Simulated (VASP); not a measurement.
Here is a VASP 6.6.1 calculation.

The input INCAR:

```
SYSTEM = SiRu6
PREC = Accurate
ENCUT = 520
EDIFF = 1E-7
ISMEAR = 0
SIGMA = 0.1
LREAL = .False.
LASPH = .True.
NELM = 100
ALGO = Normal
ISIF = 2
LWAVE = .False.
LCHARG = .False.
LDIPOL = .True.
IDIPOL = 3
DIPOL = 0.5 0.5 0.351
GGA = PE
NBANDS = 53
```

KPOINTS

```
regular mesh
0
Gamma
  10 6 1
  0 0 0
```

POSCAR

```
SiRu6
1.0
    2.7197977462      0.0000000000      0.0000000000
    0.0000000000      4.2966597640      0.0000000000
    0.0000000000      0.0000000000     20.8383397414
Ru Si
6 1
Direct
    0.0000000000      0.7500000000      0.1919538720
    0.5000000000      0.2500000000      0.2296314409
    0.5000000000      0.7500000000      0.3049865786
    0.0000000000      0.2500000000      0.3407382302
    0.0000000000      0.7500000000      0.4168575075
    0.5000000000      0.2500000000      0.4481326179
    1.0000000000      0.7500000000      0.5278200659
```

Potentials or basis: VASP PAW PBE potentials, release 64 (Ru_pv, Si).

Run with:

```console
$ cat potpaw_PBE.64/Ru_pv/POTCAR potpaw_PBE.64/Si/POTCAR > POTCAR
$ mpirun -np 1 vasp_std > vasp.out
```

(1) Estimate the band gap on the k mesh.

(2) Estimate the largest force.

Answers

(1) zero (band 44 reaches 2.52 eV, above the bottom of band 45 at 1.46 eV).

(2) 2.125 eV/Å.
